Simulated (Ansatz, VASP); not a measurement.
**Tl in VASP and in Ansatz**

The input INCAR:

```
SYSTEM = Tl
PREC     = Accurate       ! precision mode
ENCUT    = 520            ! plane-wave cutoff, eV
EDIFF    = 1E-6           ! SCF threshold, eV
ISMEAR   = 0              ! smearing method
SIGMA    = 0.15           ! smearing width, eV
LREAL    = .FALSE.        ! projectors in reciprocal space
LASPH    = .TRUE.         ! aspherical terms in the spheres
NELM     = 60             ! most SCF steps
ALGO     = Fast           ! electronic algorithm
ISIF     = 2              ! what is computed and relaxed
LWAVE    = .FALSE.        ! write WAVECAR
LCHARG   = .FALSE.        ! write CHGCAR
GGA      = PS             ! functional
NBANDS   = 20             ! bands
```

The input KPOINTS:

```
Automatic mesh
0
G
  18 18 10
  0 0 0
```

File POSCAR:

```
Tl
1.0
    3.5033466835      0.0000000000      0.0000000000
   -1.7516733418      3.0339872261      0.0000000000
    0.0000000000      0.0000000000      5.3766665641
Tl
2
Direct
    0.3333333333      0.6666666667      0.2500000000
    0.6666666667      0.3333333333      0.7500000000
```

Input for Ansatz:

```yaml
crystal:
  lattice:
    - [3.5033466835, 0.0, 0.0]
    - [-1.7516733418, 3.0339872261, 0.0]
    - [0.0, 0.0, 5.3766665641]
  atoms:
    - { symbol: Tl, position: [0.3333333333, 0.6666666667, 0.25] }
    - { symbol: Tl, position: [0.6666666667, 0.3333333333, 0.75] }
basis:
  ecutwfc: 420
kpoints:
  mp_grid: { grid: [18, 18, 10] }
hamiltonian:
  xc: pbesol
scf:
  occupations: { method: gaussian, width: 0.15 }
output:
  forces: true
  stress: true
  eigenvalues: true
```

Alike in both runs: task single point; functional PBEsol; k mesh 18 × 18 × 10; occupations gaussian, width 0.15 eV; no spin polarisation.

```csv
,VASP,Ansatz
version,VASP 6.6.1,Ansatz 0.2.0
potentials or method,"VASP PAW PBE potentials, release 64 (Tl_d), cutoff 520 eV","scalar-relativistic, plane waves, PAW"
valence electrons in the cell,26,26
```

Ansatz gave:

| Item | Value |
| --- | --- |
| gap on the k mesh at the Fermi level (eV) | none |
| pressure (GPa) | 0.2 |
| traceless stress, the component that is largest in VASP (GPa) | 0.76 |

**Question.** What did VASP give for the same quantities?

**Answer.** gap on the k mesh at the Fermi level (eV): none; pressure (GPa): 0.1; traceless stress, the component that is largest in VASP (GPa): 0.76.

VASP's potentials were made for PBE, not for PBEsol. A gap of «none» marks a metal or a gap that the smearing closes. The functional is the same, so the differences come from potentials, cutoffs and numerics.

Spin-orbit coupling is off throughout.
